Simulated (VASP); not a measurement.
# ReW (a cell with a defect) (bcc type) in VASP: single point with PBEsol

Aim: the single point of ReW (a cell with a defect) (bcc type) with PBEsol.

Program: VASP 6.6.1. These are calculated values, not measurements. Logs are shortened: lines on timing, memory, paths and dates and some standing lists are left out, and cuts for length are marked.

## Step 1: The cell of the first run

The cell holds a defect, 2 atoms: a = 3.184 Å, b = 3.184 Å, c = 3.184 Å, α = 90.00°, β = 90.00°, γ = 90.00°.

## Step 2: Single point, PBEsol

Contents of INCAR:

```
ALGO     = Normal         # electronic algorithm
EDIFF    = 1E-6           # SCF threshold, eV
ENCUT    = 520            # plane-wave cutoff, eV
GGA      = PS             # functional
ISIF     = 2              # what is computed and relaxed
ISMEAR   = -1             # smearing method
LASPH    = T              # aspherical terms in the spheres
LCHARG   = F              # write CHGCAR
LREAL    = F              # projectors in reciprocal space
LWAVE    = F              # write WAVECAR
NBANDS   = 18             # bands
NELM     = 60             # most SCF steps
PREC     = Accurate       # precision mode
SIGMA    = 0.0816         # smearing width, eV
```

Contents of KPOINTS:

```
k-points
0
Gamma
  8 8 8
```

Contents of POSCAR:

```
ReW
1.0
    3.1843638255      0.0000000000      0.0000000000
    0.0000000000      3.1843638255      0.0000000000
    0.0000000000      0.0000000000      3.1843638255
Re W
1 1
Direct
    0.0000000000      0.0000000000      0.0000000000
    0.5000000000      0.5000000000      0.5000000000
```

Potentials or basis: VASP PAW PBE potentials, release 64 (Re, W_sv).

Run with:

```
> cat potpaw_PBE.64/Re/POTCAR potpaw_PBE.64/W_sv/POTCAR > POTCAR
> mpirun -np 1 vasp_std > vasp.out
```

OUTCAR:

```text
EDIFF = 1E-6
   ENCUT = 520
   GGA = PS
   ISIF = 2
   ISMEAR = -1
   LASPH = T
   LREAL = F
   NELM = 60
   PREC = Accurate

 ion  position               nearest neighbor table
   1  0.000  0.000  0.000-   2 2.76   2 2.76   2 2.76   2 2.76   2 2.76   2 2.76   2 2.76   2 2.76

   2  0.500  0.500  0.500-   1 2.76   1 2.76   1 2.76   1 2.76   1 2.76   1 2.76   1 2.76   1 2.76

  LATTYP: Found a simple cubic cell.
 ALAT       =     3.1843638255

  Lattice vectors:

 A1 = (   3.1843638255,   0.0000000000,   0.0000000000)
 A2 = (   0.0000000000,   3.1843638255,   0.0000000000)
 A3 = (   0.0000000000,   0.0000000000,   3.1843638255)

Analysis of symmetry for initial positions (statically):
=====================================================================
 Subroutine PRICEL returns:
 Original cell was already a primitive cell.

 Routine SETGRP: Setting up the symmetry group for a
 simple cubic supercell.

 Subroutine GETGRP returns: Found 48 space group operations
 (whereof 48 operations were pure point group operations)
 out of a pool of 48 trial point group operations.

The static configuration has the point symmetry O_h .

Analysis of symmetry for dynamics (positions and initial velocities):
=====================================================================
 Subroutine PRICEL returns:
 Original cell was already a primitive cell.

 Routine SETGRP: Setting up the symmetry group for a
 simple cubic supercell.

 Subroutine GETGRP returns: Found 48 space group operations
 (whereof 48 operations were pure point group operations)
 out of a pool of 48 trial point group operations.

The dynamic configuration has the point symmetry O_h .

 Subroutine INISYM returns: Found 48 space group operations
 (whereof 48 operations are pure point group operations),
 and found     1 'primitive' translations

----------------------------------------------------------------------------------------

                                     Primitive cell

  volume of cell :      32.2900

  direct lattice vectors                    reciprocal lattice vectors
     3.184363826  0.000000000  0.000000000     0.314034468  0.000000000  0.000000000
     0.000000000  3.184363826  0.000000000     0.000000000  0.314034468  0.000000000
     0.000000000  0.000000000  3.184363826     0.000000000  0.000000000  0.314034468

  length of vectors
     3.184363826  3.184363826  3.184363826     0.314034468  0.314034468  0.314034468

  position of ions in fractional coordinates (direct lattice)
     0.000000000  0.000000000  0.000000000
     0.500000000  0.500000000  0.500000000

  ion indices of the primitive-cell ions
   primitive index   ion index
                 1           1
                 2           2

----------------------------------------------------------------------------------------

 KPOINTS: k-points

Automatic generation of k-mesh.
 Grid dimensions read from file:
 generate k-points for:    8    8    8

 Generating k-lattice:

  Cartesian coordinates                     Fractional coordinates (reciprocal lattice)
     0.039254309  0.000000000  0.000000000     0.125000000  0.000000000  0.000000000
     0.000000000  0.039254309  0.000000000     0.000000000  0.125000000  0.000000000
     0.000000000  0.000000000  0.039254309     0.000000000  0.000000000  0.125000000

  Length of vectors
     0.039254309  0.039254309  0.039254309

  Shift w.r.t. Gamma in fractional coordinates (k-lattice)
     0.000000000  0.000000000  0.000000000

 Subroutine IBZKPT returns following result:
 ===========================================

 Found     35 irreducible k-points:

 Following reciprocal coordinates:
            Coordinates               Weight
  0.000000  0.000000  0.000000      1.000000
  0.125000  0.000000  0.000000      6.000000
  0.250000  0.000000  0.000000      6.000000
  0.375000  0.000000  0.000000      6.000000
  0.500000  0.000000  0.000000      3.000000
  0.125000  0.125000  0.000000     12.000000
[... 16 lines left out ...]
  0.375000  0.375000  0.125000     24.000000
  0.500000  0.375000  0.125000     24.000000
 [... further k-points ...]
   k-points           NKPTS =     35   k-points in BZ     NKDIM =     35   number of bands    NBANDS=     18
   number of dos      NEDOS =    301   number of ions     NIONS =      2
   total plane-waves  NPLWV =  13824
   dimension x,y,z NGX =    24 NGY =   24 NGZ =   24
   dimension x,y,z NGXF=    48 NGYF=   48 NGZF=   48
   ions per type =               1   1
   NGX,Y,Z   is equivalent  to a cutoff of  12.53, 12.53, 12.53 a.u.
   NGXF,Y,Z  is equivalent  to a cutoff of  25.06, 25.06, 25.06 a.u.
 SYSTEM =  unknown system
   PREC   = accura    normal or accurate (medium, high low for compatibility)
   ISTART =      0    job   : 0-new  1-cont  2-samecut
   ICHARG =      2    charge: 1-file 2-atom 10-const
   ISPIN  =      1    spin polarized calculation?
   LNONCOLLINEAR =      F non collinear calculations
   LSORBIT =      F    spin-orbit coupling
   LASPH  =      T    aspherical Exc in radial PAW
   ENCUT  =  520.0 eV  38.22 Ry    6.18 a.u.   5.92  5.92  5.92*2*pi/ulx,y,z
   NELM   =     60;   NELMIN=  2; NELMDL= -5     # of ELM steps
   EDIFF  = 0.1E-05   stopping-criterion for ELM
   LREAL  =      F    real-space projection
   EDIFFG = 0.1E-04   stopping-criterion for IOM
   NSW    =      0    number of steps for IOM
   IBRION =     -1    ionic relax: 0-MD 1-quasi-New 2-CG
   NFREE  =      0    steps in history (QN), initial steepest desc. (CG)
   ISIF   =      2    stress and relaxation
   ISYM   =      2    0-nonsym 1-usesym 2-fastsym
   POTIM  = 0.5000    time-step for ionic-motion
   TEBEG  =    0.0;   TEEND  =   0.0 temperature during run
   PSTRESS=    0.0 pullay stress
   NELECT =      21.0000    total number of electrons
   NUPDOWN=      -1.0000    fix difference up-down
   EMIN   =  10.00;   EMAX   =-10.00  energy-range for DOS
   EFERMI =   0.00;   METHOD = LEGACY
   ISMEAR =    -1;   SIGMA  =   0.08  broadening in eV -4-tet -1-fermi 0-gaus
   EFERMI_NEDOS =   21; number of points for ismear=-14 and -15
   IALGO  =     38    algorithm
   IMIX   =      4    mixing-type and parameters
     AMIX     =   0.40;   BMIX     =  1.00
     AMIX_MAG =   1.60;   BMIX_MAG =  1.00
  volume/ion in A,a.u.               =      16.15       108.95
  Fermi-wavevector in a.u.,A,eV,Ry     =   1.418378  2.680345 27.372139  2.011795
  Thomas-Fermi vector in A             =   2.539510
   LORBIT       =      0    0 simple, 1 ext, 2 COOP (PROOUT), +10 PAW based schemes
   GGA     = PS    functional components
   LHFCALC =     F    Hartree Fock is set to
   AEXX    =    0.0000 exact exchange contribution
   IVDW    =     0    specifies the selected vdW correction
   LEPSILON=     F    determine dielectric tensor
   LRPA    =     F    only Hartree local field effects (RPA)
 non-spin polarized calculation
  energy-cutoff  :      520.00
  volume of cell :       32.29
 maximum number of plane-waves:       912
 NGX is ok and might be reduce to    24
   NGX = 11   NGY = 11   NGZ = 11

 number of electron      20.9999997 magnetization

 Free energy of the ion-electron system (eV)
  ---------------------------------------------------
  ext. energy  EPLUGINS =         0.00000000
  ---------------------------------------------------
  free energy    TOTEN  =       -26.86381858 eV

  energy without entropy =      -26.81821418  energy(sigma->0) =      -26.84101638

 E-fermi :   9.5193     XC(G=0): -13.4880

 val. band max:        9.4926242343   @ k =   0.5000   0.5000   0.0000
 cond. band min:       9.5485419547   @ k =   0.1250   0.1250   0.1250
 fundamental gap:      0.0559177205
 Fermi energy:         9.5193305081

 k-point     1 :       0.0000    0.0000    0.0000
  band No.  band energies     occupation
      1     -65.1536      2.00000
      2     -29.2381      2.00000
      3     -29.2381      2.00000
      4     -29.2381      2.00000
      5      -0.5854      2.00000
      6       3.2319      2.00000
[... 10 lines left out ...]
     17      16.9925      0.00000
     18      16.9925      0.00000

 k-point     2 :       0.1250    0.0000    0.0000
  band No.  band energies     occupation
      1     -65.1523      2.00000
      2     -29.2717      2.00000
      3     -29.2371      2.00000
      4     -29.2371      2.00000
      5      -0.2287      2.00000
      6       3.4193      2.00000
[... 10 lines left out ...]
     17      18.5478      0.00000
     18      18.5478      0.00000

 k-point     3 :       0.2500    0.0000    0.0000
  band No.  band energies     occupation
      1     -65.1490      2.00000
      2     -29.3520      2.00000
      3     -29.2349      2.00000
      4     -29.2349      2.00000
      5       0.7762      2.00000
      6       3.9732      2.00000
[... 10 lines left out ...]
     17      21.4136      0.00000
     18      21.4136      0.00000

 k-point     4 :       0.3750    0.0000    0.0000
  band No.  band energies     occupation
      1     -65.1457      2.00000
      2     -29.4312      2.00000
      3     -29.2326      2.00000
      4     -29.2326      2.00000
      5       2.2223      2.00000
      6       4.4361      2.00000
[... 375 lines left out ...]
      4     -29.2503      2.00000
      5       3.5953      2.00000
      6       3.6463      2.00000
[... 10 lines left out ...]
     17      20.5146      0.00000
     18      20.5587      0.00000

 k-point    23 :       0.3750    0.3750    0.1250
  band No.  band energies     occupation
      1     -65.1386      2.00000
      2     -29.4004      2.00000
      3     -29.3935      2.00000
      4     -29.2466      2.00000
      5       3.0901      2.00000
      6       3.6461      2.00000
[... 10 lines left out ...]
     17      18.2362      0.00000
     18      20.7830      0.00000

 k-point    24 :       0.5000    0.3750    0.1250
  band No.  band energies     occupation
      1     -65.1376      2.00000
      2     -29.4251      2.00000
      3     -29.3921      2.00000
      4     -29.2440      2.00000
      5       3.2381      2.00000
      6       3.2907      2.00000
[... 10 lines left out ...]
     17      19.0441      0.00000
     18      19.0845      0.00000

 [... further k-points ...]

------------------------ aborting loop because EDIFF is reached ----------------------------------------

  FORCE on cell =-STRESS in cart. coord.  units (eV):
  Direction    XX          YY          ZZ          XY          YZ          ZX
  --------------------------------------------------------------------------------------
  -------------------------------------------------------------------------------------
  Total       -3.8723848     -3.8723848     -3.8723848      0.0000000     -0.0000000     -0.0000000
  in kB     -192.1414421   -192.1414421   -192.1414421      0.0000000     -0.0000000     -0.0000000
  external PRESSURE =    -192.1414421 kB  Pullay stress =       0.0000000 kB

 VOLUME and BASIS-vectors are now :
 -----------------------------------------------------------------------------
  energy-cutoff  :      520.00
  volume of cell :       32.29
      direct lattice vectors                 reciprocal lattice vectors
     3.184363826  0.000000000  0.000000000     0.314034468  0.000000000  0.000000000
     0.000000000  3.184363826  0.000000000     0.000000000  0.314034468  0.000000000
     0.000000000  0.000000000  3.184363826     0.000000000  0.000000000  0.314034468

 POSITION                                       TOTAL-FORCE (eV/Angst)
 -----------------------------------------------------------------------------------
      0.00000      0.00000      0.00000         0.000000      0.000000      0.000000
      1.59218      1.59218      1.59218         0.000000      0.000000      0.000000
 -----------------------------------------------------------------------------------
    total drift:                                0.000000     -0.000000     -0.000000

  FREE ENERGIE OF THE ION-ELECTRON SYSTEM (eV)
  ---------------------------------------------------
  free  energy   TOTEN  =       -26.8638185770 eV

  energy  without entropy=      -26.8182141780  energy(sigma->0) =      -26.84101638
```

Run time: 18 s. Hardware: 1 thread of AMD EPYC 7R43 (Zen 3), shared host; peak memory 0.11 GiB.

Results:

* Free energy: -26.8638 eV
* Pressure: -19.2 GPa

Levels at points of the mesh, in eV from the Fermi level:
| k point | band 7 | band 8 | band 9 | band 10 | band 11 | band 12 | band 13 | band 14 |
| --- | --- | --- | --- | --- | --- | --- | --- | --- |
| (0.00, 0.00, 0.00) | -6.29 | -2.13 | -2.13 | -2.13 | 1.15 | 1.15 | 3.84 | 3.84 |
| (0.50, 0.00, 0.00) | -3.72 | -3.11 | -1.76 | -1.76 | -1.00 | -1.00 | -0.21 | 0.92 |
| (0.50, 0.50, 0.00) | -4.24 | -4.24 | -0.03 | -0.03 | 0.69 | 1.24 | 1.32 | 2.54 |
| (0.50, 0.50, 0.50) | -3.80 | -3.53 | -3.53 | -3.53 | 1.37 | 1.37 | 2.70 | 2.70 |

Caveat: the PAW data sets were made with another functional, which shifts forces and pressure a little; spin-orbit coupling is left out, which moves the levels of the heavy elements.
